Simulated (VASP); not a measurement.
Crystal: CdF2.

```
Cd F
1.0
     0.00000    2.69400    2.69400
     2.69400    0.00000    2.69400
     2.69400    2.69400    0.00000
Cd F
1 2
Direct
  0.00000 0.00000 0.00000
  0.75000 0.75000 0.75000
  0.25000 0.25000 0.25000
```

```yaml
Program: VASP 6.6.1
Task: relaxation of cell and atoms
Functional: BLYP
Potentials_or_basis: VASP PAW PBE potentials, release 64 (Cd, F)
Cutoff: 600 eV
k_mesh: 9 × 9 × 9
Occupations: fermi-dirac, width 0.05 eV
Spin: no spin polarisation
```

At the start: pressure 9.3 GPa; volume 13.03 Å³/atom.

Question: How do energy, volume and symmetry change on relaxing?

Answer: Over 3 steps the energy falls by 31.4 meV/atom and the volume is 14.20 Å³/atom (+8.9 %); space group Fm-3m (No. 225, to 0.05 Å).

Step by step:
```csv
step,energy change (eV),largest force (eV/Å),pressure (GPa),volume (Å³)
1,0.0000,0.0000,9.31,39.10
2,-0.0885,0.0000,-1.87,43.55
3,-0.0941,0.0000,0.00,42.59
```

Final structure:
```yaml
crystal:
  lattice:
    - [0.00000, 2.77183, 2.77183]
    - [2.77183, 0.00000, 2.77183]
    - [2.77183, 2.77183, 0.00000]
  atoms:
    - { symbol: Cd, position: [0.00000, 0.00000, 0.00000] }
    - { symbol: F, position: [0.75000, 0.75000, 0.75000] }
    - { symbol: F, position: [0.25000, 0.25000, 0.25000] }
```

Caveat: the PAW data sets were made with another functional, which shifts forces and pressure a little.
